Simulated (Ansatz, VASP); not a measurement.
BaSnAu in VASP and in Ansatz

```
Ba Sn Au
1.0
     4.06366    0.00000    0.00000
     0.00000    4.06366    0.00000
     0.00000    0.00000    6.29865
Ba Sn Au
1 1 1
Direct
  0.00000 0.00000 0.00000
  0.50000 0.50000 0.50000
  0.00000 0.00000 0.50000
```

Alike in both runs: functional PBE; k mesh 6 × 6 × 2; occupations gaussian, width 0.1 eV; no spin polarisation.

Ansatz relaxed the structure, and its values are those at the end. VASP's run is a single point on that final structure, the one shown.

|  | VASP | Ansatz |
| --- | --- | --- |
| version | VASP 6.6.1 | Ansatz 0.2.0 |
| potentials or method | VASP PAW PBE potentials, release 64 (Ba_sv, Sn_d, Au_sv_GW), cutoff 500 eV | scalar-relativistic, plane waves, PAW |
| valence electrons in the cell | 43 | 43 |

|  | VASP | Ansatz | Ansatz less VASP |
| --- | --- | --- | --- |
| gap on the k mesh at the Fermi level (eV) | none | none | - |
| pressure (GPa) | 0.2 | 0.2 | -0.02 |

A gap of «none» marks a metal or a gap that the smearing closes. With one functional, cell and mesh, what is left measures potentials, basis and numerics.

The k mesh is coarse, so the values compare programs but aren't converged. Neither program's run includes spin-orbit coupling.
